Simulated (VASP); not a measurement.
Runs of VASP 6.6.1 on Zn. The structure is that of space group P6_3/mmc (No. 194), or close to it. The cells are those of the table. 

```csv
cell,further INCAR settings,gap on the mesh (eV),pressure (GPa)
"a = 2.705, b = 2.705, c = 4.947 Å, angles 90.0, 90.0, 120.0°, 2 atoms",ALGO = Fast; EDIFF = 1e-07; NBANDS = 19,none,-9.9
"a = 2.505, b = 2.505, c = 4.947 Å, angles 90.0, 90.0, 120.0°, 2 atoms",ALGO = Fast; EDIFF = 1e-07; NBANDS = 19,none,4.4
"a = 2.745, b = 2.745, c = 4.947 Å, angles 90.0, 90.0, 120.0°, 2 atoms",ALGO = Fast; EDIFF = 1e-06; NBANDS = 19,none,-11.1
"a = 2.545, b = 2.545, c = 4.947 Å, angles 90.0, 90.0, 120.0°, 2 atoms",ALGO = Fast; EDIFF = 1e-06; NBANDS = 19,none,(a)
"a = 2.785, b = 2.785, c = 4.947 Å, angles 90.0, 90.0, 120.0°, 2 atoms",ALGO = Fast; EDIFF = 1e-07; NBANDS = 19,none,(b)
```

Alike in all rows: task single point; level LDA; potentials or basis VASP PAW LDA potentials, release 64 (Zn); no spin polarisation; k mesh 21 × 21 × 10; cutoff (eV) 520; smearing gaussian 0.15 eV.

Problem. Estimate the missing entries.

Solution. (a) 0.3; (b) -12.0.

A gap of «none» marks levels without a gap at the run's occupations.
